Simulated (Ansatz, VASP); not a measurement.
## Ca: VASP beside Ansatz

The input POSCAR:

```
Ca
1.0
   -2.5858911081      2.5858911081      1.6808292203
    2.5858911081     -2.5858911081      1.6808292203
    2.5858911081      2.5858911081     -1.6808292203
Ca
1
Direct
    0.0000000000      0.0000000000      0.0000000000
```

INCAR.step1

```
SYSTEM = Ca
PREC = Accurate
ENCUT = 520
ISMEAR = 0
SIGMA = 0.15
LREAL = .False.
LASPH = .True.
NELM = 100
NBANDS = 11
GGA = PE
ALGO = Normal
EDIFF = 1E-4
LWAVE = .True.
LCHARG = .False.
```

The input INCAR.step2:

```
SYSTEM = Ca
PREC = Accurate
ENCUT = 520
EDIFF = 1E-7
ISMEAR = 0
SIGMA = 0.15
LREAL = .False.
LASPH = .True.
NELM = 100
ALGO = Normal
ISIF = 2
LWAVE = .False.
LCHARG = .False.
METAGGA = R2SCAN
LMIXTAU = .True.
NBANDS = 11
ISTART = 1
```

KPOINTS

```
regular mesh
0
Gamma
  16 16 16
  0 0 0
```

Input for Ansatz:

```yaml
crystal:
  lattice:
    - [-2.5858911081, 2.5858911081, 1.6808292203]
    - [2.5858911081, -2.5858911081, 1.6808292203]
    - [2.5858911081, 2.5858911081, -1.6808292203]
  atoms:
    - { symbol: Ca, position: [0.0, 0.0, 0.0] }
basis:
  ecutwfc: 500
kpoints:
  mp_grid: { grid: [16, 16, 16] }
hamiltonian:
  xc: r2scan
scf:
  occupations: { method: gaussian, width: 0.15 }
output:
  forces: true
  stress: true
  eigenvalues: true
```

Alike in both runs: task single point; functional r2SCAN; k mesh 16 × 16 × 16; occupations gaussian, width 0.15 eV; no spin polarisation.

```csv
,VASP,Ansatz
version,VASP 6.6.1,Ansatz 0.2.0
potentials or method,"VASP PAW PBE potentials, release 64 (Ca_sv), cutoff 520 eV","scalar-relativistic, plane waves, PAW"
valence electrons in the cell,10,10
```

```csv
,VASP,Ansatz,Ansatz less VASP
gap on the k mesh at the Fermi level (eV),none,none,-
pressure (GPa),0.3,0.3,-0.03
"traceless stress, the component that is largest in VASP (GPa)",7.16,7.13,-0.027
```

VASP's potentials were made for PBE, not for r2SCAN. A gap of «none» marks a metal or a gap that the smearing closes.
